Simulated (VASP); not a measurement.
Input of a VASP 6.6.1 run:

The input INCAR:

```
PREC = Accurate
ENCUT = 520
EDIFF = 1E-6
ISMEAR = 0
SIGMA = 0.05
LREAL = F
LASPH = T
NELM = 80
ALGO = Normal
ISIF = 2
LWAVE = F
LCHARG = T
GGA = PS
LELF = T
LVHAR = T
NBANDS = 15
```

KPOINTS

```
regular mesh
0
Gamma
  6 6 6
```

Contents of POSCAR:

```
KCl
1.0
    0.0000000000      2.9036120000      3.0298560000
    2.9036120000      0.0000000000      3.0298560000
    2.9036120000      2.9036120000      0.0000000000
K Cl
1 1
Direct
    0.0000000000      0.0000000000      0.0000000000
    0.5000000000      0.5000000000      0.5000000000
```

Potentials or basis: VASP PAW PBE potentials, release 64 (K_sv, Cl).

Launch:

```sh
$ cat potpaw_PBE.64/K_sv/POTCAR potpaw_PBE.64/Cl/POTCAR > POTCAR
$ mpirun -np 1 vasp_std > vasp.out
```

(1) What does it give for the band gap on the k mesh?

(2) What does it give for the pressure?

## Answers

(1) 5.68 eV, direct.

(2) 5.3 GPa.

Caveat: the cell differs from its parent crystal (strain -0.080 along x and y, -0.040 along z); the PAW data sets were made with another functional, which shifts forces and pressure a little.
